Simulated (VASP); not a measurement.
# PbS (F-43m) in VASP: a series of runs

Aim: see how the results for PbS move with the level of theory and the settings. Levels: HSE06, r2SCAN0. Tasks: single point.

All numbers are computed with VASP 6.6.1; they aren't measurements. Logs are shortened: lines on timing, memory, paths and dates and some standing lists are left out, and cuts for length are marked.

## 1. The cell of the first run

It takes space group F-43m (No. 216, cubic). Conventional cell: a = 6.602 Å, b = 6.602 Å, c = 6.602 Å, α = 90.00°, β = 90.00°, γ = 90.00°. Pb (site symmetry -43m) has 4 S at 2.86 Å within 3.8 Å. S (site symmetry -43m) has 4 Pb at 2.86 Å within 3.8 Å.

## 2. Single point, HSE06, non-collinear spin, zero start, spin-orbit coupling

POSCAR reads:

```
PbS
1.0
    0.0000000000      3.3009774936      3.3009774936
    3.3009774936      0.0000000000      3.3009774936
    3.3009774936      3.3009774936      0.0000000000
Pb S
1 1
Direct
    0.0000000000      0.0000000000      0.0000000000
    0.2500000000      0.2500000000      0.2500000000
```

INCAR.step1 reads:

```
SYSTEM = PbS
PREC     = Accurate       ! precision mode
ENCUT    = 520            ! plane-wave cutoff, eV
EDIFF    = 1E-5           ! SCF threshold, eV
ISMEAR   = -1             ! smearing method
SIGMA    = 0.02           ! smearing width, eV
LREAL    = .False.        ! projectors in reciprocal space
LASPH    = .True.         ! aspherical terms in the spheres
NELM     = 150            ! most SCF steps
ALGO     = Normal         ! electronic algorithm
ISIF     = 2              ! what is computed and relaxed
LWAVE    = .True.         ! write WAVECAR
LCHARG   = .False.        ! write CHGCAR
MAGMOM   = 0 0 0 0 0 0    ! initial moments
LORBIT   = 11             ! projections on sites
LSORBIT  = .True.         ! spin-orbit coupling
GGA_COMPAT= .False.      
LORBMOM  = .True.       
GGA      = PE             ! functional
NBANDS   = 32             ! bands
KPAR     = 2
```

INCAR.step2 reads:

```
SYSTEM = PbS
PREC     = Accurate       ! precision mode
ENCUT    = 520            ! plane-wave cutoff, eV
EDIFF    = 1E-7           ! SCF threshold, eV
ISMEAR   = -1             ! smearing method
SIGMA    = 0.02           ! smearing width, eV
LREAL    = .False.        ! projectors in reciprocal space
LASPH    = .True.         ! aspherical terms in the spheres
NELM     = 150            ! most SCF steps
ALGO     = Normal         ! electronic algorithm
ISIF     = 2              ! what is computed and relaxed
LWAVE    = .False.        ! write WAVECAR
LCHARG   = .False.        ! write CHGCAR
MAGMOM   = 0 0 0 0 0 0    ! initial moments
LORBIT   = 11             ! projections on sites
LSORBIT  = .True.         ! spin-orbit coupling
GGA_COMPAT= .False.      
LORBMOM  = .True.       
GGA      = PE             ! functional
LHFCALC  = .True.         ! exact exchange
HFSCREEN = 0.2079         ! screening, 1/A
PRECFOCK = Normal       
ISTART   = 1            
NBANDS   = 32             ! bands
KPAR     = 2
```

KPOINTS reads:

```
regular mesh
0
Gamma
  4 4 4
  0 0 0
```

Potentials or basis: VASP PAW PBE potentials, release 64 (Pb_d, S).

Command:

```bash
$ cat potpaw_PBE.64/Pb_d/POTCAR potpaw_PBE.64/S/POTCAR > POTCAR
$ cp INCAR.step1 INCAR
$ mpirun -np 2 vasp_ncl > vasp.out
$ cp INCAR.step2 INCAR
$ mpirun -np 2 vasp_ncl > vasp.out
```

OUTCAR:

```text
SYSTEM = PbS
   PREC = Accurate
   ENCUT = 520
   EDIFF = 1E-7
   ISMEAR = -1
   LREAL = .False.
   LASPH = .True.
   NELM = 150
   ISIF = 2
   LORBIT = 11
   LSORBIT = .True.
   GGA = PE
   LHFCALC = .True.
   HFSCREEN = 0.2079
   PRECFOCK = Normal
   ISTART = 1

 ion  position               nearest neighbor table
   1  0.000  0.000  0.000-   2 2.86   2 2.86   2 2.86   2 2.86
   2  0.250  0.250  0.250-   1 2.86   1 2.86   1 2.86   1 2.86

  LATTYP: Found a face centered cubic cell.
 ALAT       =     6.6019549872

  Lattice vectors:

 A1 = (   0.0000000000,   3.3009774936,   3.3009774936)
 A2 = (   3.3009774936,   0.0000000000,   3.3009774936)
 A3 = (   3.3009774936,   3.3009774936,   0.0000000000)

Analysis of symmetry for initial positions (statically):
=====================================================================
 Subroutine PRICEL returns:
 Original cell was already a primitive cell.

 Routine SETGRP: Setting up the symmetry group for a
 face centered cubic supercell.

 Subroutine GETGRP returns: Found 24 space group operations
 (whereof 24 operations were pure point group operations)
 out of a pool of 48 trial point group operations.

The static configuration has the point symmetry T_d .

Analysis of symmetry for dynamics (positions and initial velocities):
=====================================================================
 Subroutine PRICEL returns:
 Original cell was already a primitive cell.

 Routine SETGRP: Setting up the symmetry group for a
 face centered cubic supercell.

 Subroutine GETGRP returns: Found 24 space group operations
 (whereof 24 operations were pure point group operations)
 out of a pool of 48 trial point group operations.

The dynamic configuration has the point symmetry T_d .

Analysis of structural, dynamic, and magnetic symmetry:
=====================================================================
 Subroutine PRICEL returns:
 Original cell was already a primitive cell.

 Routine SETGRP: Setting up the symmetry group for a
 face centered cubic supercell.

 Subroutine GETGRP returns: Found 24 space group operations
 (whereof 24 operations were pure point group operations)
 out of a pool of 48 trial point group operations.

The overall configuration has the point symmetry T_d .

 Subroutine INISYM returns: Found 24 space group operations
 (whereof 24 operations are pure point group operations),
 and found     1 'primitive' translations

----------------------------------------------------------------------------------------

                                     Primitive cell

  volume of cell :      71.9379

  direct lattice vectors                    reciprocal lattice vectors
     0.000000000  3.300977494  3.300977494    -0.151470284  0.151470284  0.151470284
     3.300977494  0.000000000  3.300977494     0.151470284 -0.151470284  0.151470284
     3.300977494  3.300977494  0.000000000     0.151470284  0.151470284 -0.151470284

  length of vectors
     4.668287141  4.668287141  4.668287141     0.262354229  0.262354229  0.262354229

  position of ions in fractional coordinates (direct lattice)
     0.000000000  0.000000000  0.000000000
     0.250000000  0.250000000  0.250000000

  ion indices of the primitive-cell ions
   primitive index   ion index
                 1           1
                 2           2

----------------------------------------------------------------------------------------

 KPOINTS: regular mesh

Automatic generation of k-mesh.
 Grid dimensions read from file:
 generate k-points for:    4    4    4

 Generating k-lattice:

  Cartesian coordinates                     Fractional coordinates (reciprocal lattice)
    -0.037867571  0.037867571  0.037867571     0.250000000  0.000000000  0.000000000
     0.037867571 -0.037867571  0.037867571     0.000000000  0.250000000  0.000000000
     0.037867571  0.037867571 -0.037867571     0.000000000  0.000000000  0.250000000

[... 89 lines left out ...]

 number of electron      19.9999996 magnetization       0.0000000     -0.0000000     -0.0000000

 Free energy of the ion-electron system (eV)
  ---------------------------------------------------
  ext. energy  EPLUGINS =         0.00000000
  ---------------------------------------------------
  free energy    TOTEN  =       -10.34077472 eV

  energy without entropy =      -10.34077472  energy(sigma->0) =      -10.34077472

 E-fermi :   3.0681     XC(G=0):  -6.6355

 val. band max:        2.5580948193   @ k =  -0.2500   0.5000   0.2500
 cond. band min:       3.7544401829   @ k =   0.5000   0.5000   0.0000
 fundamental gap:      1.1963453636
 Fermi energy:         3.0681221921

 k-point     1 :       0.0000    0.0000    0.0000
  band No.  band energies     occupation
      1     -17.3672      1.00000
      2     -17.3672      1.00000
      3     -17.3672      1.00000
      4     -17.3672      1.00000
      5     -14.7086      1.00000
      6     -14.7086      1.00000
[... 339 lines left out ...]
     31      12.9807      0.00000
     32      12.9843      0.00000

------------------------ aborting loop because EDIFF is reached ----------------------------------------

  FORCE on cell =-STRESS in cart. coord.  units (eV):
  Direction    XX          YY          ZZ          XY          YZ          ZX
  --------------------------------------------------------------------------------------
  -------------------------------------------------------------------------------------
  Total       -0.0281655     -0.0281655     -0.0281655      0.0000000      0.0000000     -0.0000000
  in kB       -0.6272920     -0.6272920     -0.6272920      0.0000000      0.0000000     -0.0000000
  external PRESSURE =      -0.6272920 kB  Pullay stress =       0.0000000 kB

 VOLUME and BASIS-vectors are now :
 -----------------------------------------------------------------------------
  energy-cutoff  :      520.00
  volume of cell :       71.94
      direct lattice vectors                 reciprocal lattice vectors
     0.000000000  3.300977494  3.300977494    -0.151470284  0.151470284  0.151470284
     3.300977494  0.000000000  3.300977494     0.151470284 -0.151470284  0.151470284
     3.300977494  3.300977494  0.000000000     0.151470284  0.151470284 -0.151470284

 POSITION                                       TOTAL-FORCE (eV/Angst)
 -----------------------------------------------------------------------------------
      0.00000      0.00000      0.00000        -0.000000     -0.000000      0.000000
      1.65049      1.65049      1.65049         0.000000      0.000000     -0.000000
 -----------------------------------------------------------------------------------
    total drift:                                0.000001      0.000000      0.000001

  FREE ENERGIE OF THE ION-ELECTRON SYSTEM (eV)
  ---------------------------------------------------
  free  energy   TOTEN  =       -10.3407747212 eV

  energy  without entropy=      -10.3407747212  energy(sigma->0) =      -10.34077472

 orbital moment (x)

 # of ion     p       d       tot
 ----------------------------------------
  1        -0.000   0.000   0.000
  2        -0.000   0.000  -0.000
 ----------------------------------------
           -0.000   0.000  -0.000

 orbital moment (y)

 # of ion     p       d       tot
 ----------------------------------------
  1        -0.000   0.000   0.000
  2        -0.000   0.000  -0.000
 ----------------------------------------
           -0.000   0.000  -0.000

 orbital moment (z)

 # of ion     p       d       tot
 ----------------------------------------
  1        -0.000   0.000   0.000
  2        -0.000   0.000  -0.000
 ----------------------------------------
           -0.000   0.000  -0.000

 Spin-Orbit-Coupling matrix elements

 Ion:    1  E_soc:     -0.7375411
 l=   1
     0.0000000    -0.0577735    -0.0577734
    -0.0577735     0.0000000    -0.0577735
    -0.0577734    -0.0577735     0.0000000
 l=   2
     0.0000000    -0.0132085     0.0000000    -0.0132085    -0.0519415
    -0.0132085     0.0000000    -0.0389561    -0.0132085    -0.0129854
     0.0000000    -0.0389561     0.0000000    -0.0389561     0.0000000
    -0.0132085    -0.0132085    -0.0389561     0.0000000    -0.0129854
    -0.0519415    -0.0129854     0.0000000    -0.0129854     0.0000000
 l=   3
     0.0000000     0.0000000     0.0000000     0.0000000     0.0000000     0.0000000     0.0000000
     0.0000000     0.0000000     0.0000000     0.0000000     0.0000000     0.0000000     0.0000000
     0.0000000     0.0000000     0.0000000     0.0000000     0.0000000     0.0000000     0.0000000
     0.0000000     0.0000000     0.0000000     0.0000000     0.0000000     0.0000000     0.0000000
     0.0000000     0.0000000     0.0000000     0.0000000     0.0000000     0.0000000     0.0000000
     0.0000000     0.0000000     0.0000000     0.0000000     0.0000000     0.0000000     0.0000000
     0.0000000     0.0000000     0.0000000     0.0000000     0.0000000     0.0000000     0.0000000

 Ion:    2  E_soc:     -0.0054251
 l=   1
     0.0000000    -0.0009042    -0.0009042
    -0.0009042     0.0000000    -0.0009042
    -0.0009042    -0.0009042     0.0000000
 l=   2
     0.0000000     0.0000000     0.0000000     0.0000000     0.0000000
     0.0000000     0.0000000     0.0000000     0.0000000     0.0000000
     0.0000000     0.0000000     0.0000000     0.0000000     0.0000000
     0.0000000     0.0000000     0.0000000     0.0000000     0.0000000
     0.0000000     0.0000000     0.0000000     0.0000000     0.0000000
 l=   3
     0.0000000     0.0000000     0.0000000     0.0000000     0.0000000     0.0000000     0.0000000
     0.0000000     0.0000000     0.0000000     0.0000000     0.0000000     0.0000000     0.0000000
     0.0000000     0.0000000     0.0000000     0.0000000     0.0000000     0.0000000     0.0000000
     0.0000000     0.0000000     0.0000000     0.0000000     0.0000000     0.0000000     0.0000000
     0.0000000     0.0000000     0.0000000     0.0000000     0.0000000     0.0000000     0.0000000
     0.0000000     0.0000000     0.0000000     0.0000000     0.0000000     0.0000000     0.0000000
     0.0000000     0.0000000     0.0000000     0.0000000     0.0000000     0.0000000     0.0000000

 total charge

# of ion       s       p       d       tot
------------------------------------------
    1        1.520   0.509   9.838  11.867
    2        1.351   2.344   0.000   3.695
--------------------------------------------------
tot          2.871   2.854   9.838  15.563

 magnetization (x)

# of ion       s       p       d       tot
------------------------------------------
    1        0.000   0.000  -0.000   0.000
    2        0.000   0.000   0.000   0.000
--------------------------------------------------
tot          0.000   0.000  -0.000   0.000

 magnetization (y)

# of ion       s       p       d       tot
------------------------------------------
    1        0.000   0.000   0.000   0.000
    2        0.000   0.000   0.000   0.000
--------------------------------------------------
tot          0.000   0.000   0.000   0.000

 magnetization (z)

# of ion       s       p       d       tot
------------------------------------------
    1        0.000   0.000   0.000   0.000
    2        0.000   0.000   0.000   0.000
--------------------------------------------------
tot          0.000   0.000   0.000   0.000
```

Wall time 39 min (2 MPI ranks of Intel Xeon Platinum 8488C (Sapphire Rapids), shared host); peak memory 0.51 GiB.

Results:

| Quantity | Value |
| --- | --- |
| Free energy | -10.3408 eV |
| Pressure | -0.1 GPa |
| Net moment | 0.00 μB per cell |
| Valence electrons inside the program's atomic spheres | Pb 11.87; S 3.69 |

Moments on the atoms (μB; x, y, z):
```
Pb  0.00 0.00 0.00
S   0.00 0.00 0.00
```

Caveat: the k points lie up to 0.41 Å⁻¹ apart; the structure was generated, so it needn't be the stable form of PbS; the PAW data sets were made with another functional, which shifts forces and pressure a little.

## 3. Single point, r2SCAN0

POSCAR is that of step 2.

INCAR.step1 reads:

```
SYSTEM = PbS
PREC = Accurate
ENCUT = 520
EDIFF = 1E-5
ISMEAR = 0
SIGMA = 0.01
LREAL = .FALSE.
LASPH = .TRUE.
NELM = 100
ALGO = Normal
ISIF = 2
LWAVE = .TRUE.
LCHARG = .FALSE.
GGA = PE
NBANDS = 17
```

INCAR.step2 reads:

```
SYSTEM = PbS
PREC = Accurate
ENCUT = 520
EDIFF = 1E-6
ISMEAR = 0
SIGMA = 0.01
LREAL = .FALSE.
LASPH = .TRUE.
NELM = 100
ALGO = Normal
ISIF = 2
LWAVE = .FALSE.
LCHARG = .FALSE.
METAGGA = R2SCAN
LHFCALC = .TRUE.
AEXX = 0.25
LMIXTAU = .TRUE.
PRECFOCK = Normal
ISTART = 1
NBANDS = 17
```

KPOINTS reads:

```
Automatic mesh
0
G
  4 4 4
  0 0 0
```

Potentials or basis: VASP PAW PBE potentials, release 64 (Pb_d, S).

Command:

```bash
$ cat potpaw_PBE.64/Pb_d/POTCAR potpaw_PBE.64/S/POTCAR > POTCAR
$ cp INCAR.step1 INCAR
$ mpirun -np 1 vasp_std > vasp.out
$ cp INCAR.step2 INCAR
$ mpirun -np 1 vasp_std > vasp.out
```

Wall time 6 min (1 thread of Intel Xeon Platinum 8559C (Emerald Rapids), shared host); peak memory 0.23 GiB.

The run converged. Its results:

```
Free energy            : -53.9246 eV
Pressure               : -0.5 GPa
Band gap on the k mesh : 2.05 eV (least direct gap 2.60 eV)
```

Levels at points of the mesh, in eV from the valence-band top:
```
           k point  band 7  band 8  band 9  band 10  band 11  band 12  band 13  band 14
(0.00, 0.00, 0.00)   -6.43   -2.12   -2.12    -2.12     3.97     3.97     3.97     6.61
(0.50, 0.00, 0.00)   -8.59   -2.69   -2.69    -2.12     4.73     4.73     5.14     8.46
(0.50, 0.50, 0.00)   -9.02   -3.46   -3.46    -0.56     2.05     6.92     6.92     7.53
```

Caveat: the structure was generated, so it needn't be the stable form of PbS; the PAW data sets were made with another functional, which shifts forces and pressure a little; spin-orbit coupling is left out, which moves the levels of the heavy elements.
